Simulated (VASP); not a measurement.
A run of VASP 6.6.1 is set up as follows.

Contents of INCAR:

```
SYSTEM = HfIn4SiO6
ALGO = Normal
EDIFF = 1E-6
ENCUT = 520
GGA = PE
ISIF = 2
ISMEAR = 0
KPAR = 4
LASPH = .TRUE.
LCHARG = .TRUE.
LREAL = .FALSE.
LVHAR = .TRUE.
LWAVE = .FALSE.
NBANDS = 63
NELM = 80
PREC = Accurate
SIGMA = 0.02
```

Contents of KPOINTS:

```
k-points
0
G
  6 6 4
  0 0 0
```

File POSCAR:

```
HfIn4SiO6
1.0
    5.6986678244      0.0038056732      0.0155897123
   -0.7050619431      6.1081472496     -0.0057516007
   -2.7371801094     -1.3955705128      6.6307631863
Hf In Si O
1 4 1 6
Direct
    0.1179261962      0.0155601525      0.1329232213
    0.3884208548      0.9990122252      0.7289107091
    0.7586530463      0.0084145877      0.4958615860
    0.2346116158      0.4884103384      0.5329961477
    0.5964898832      0.4821098141      0.2052851033
    0.8677832741      0.4402858909      0.8554365932
    0.5531586206      0.3873806749      0.7929032034
    0.9345451740      0.3848282765      0.6559638348
    0.9841366848      0.2621819509      0.0034728418
    0.9908303832      0.6980557671      0.9845178360
    0.0866500833      0.0649323104      0.3937428639
    0.4867961838      0.1088280112      0.2179880595
```

Potentials or basis: VASP PAW PBE potentials, release 64 (Hf_pv, In_d, Si, O).

Run with:

```bash
$ cat potpaw_PBE.64/Hf_pv/POTCAR potpaw_PBE.64/In_d/POTCAR potpaw_PBE.64/Si/POTCAR potpaw_PBE.64/O/POTCAR > POTCAR
$ mpirun -np 4 vasp_std > vasp.out
```

**Question.** Estimate the largest force.

**Answer.** 0.171 eV/Å.

**Question.** Predict the pressure.

**Answer.** -0.2 GPa.

**Question.** Estimate the band gap on the k mesh.

**Answer.** 0.85 eV (least direct gap 1.16 eV).

Stress tensor (GPa, compression positive):
```
-0.18  0.03  0.00
 0.03 -0.28 -0.03
 0.00 -0.03 -0.21
```

Caveat: spin-orbit coupling is left out, which moves the levels of the heavy elements. A k mesh can miss the band edges.
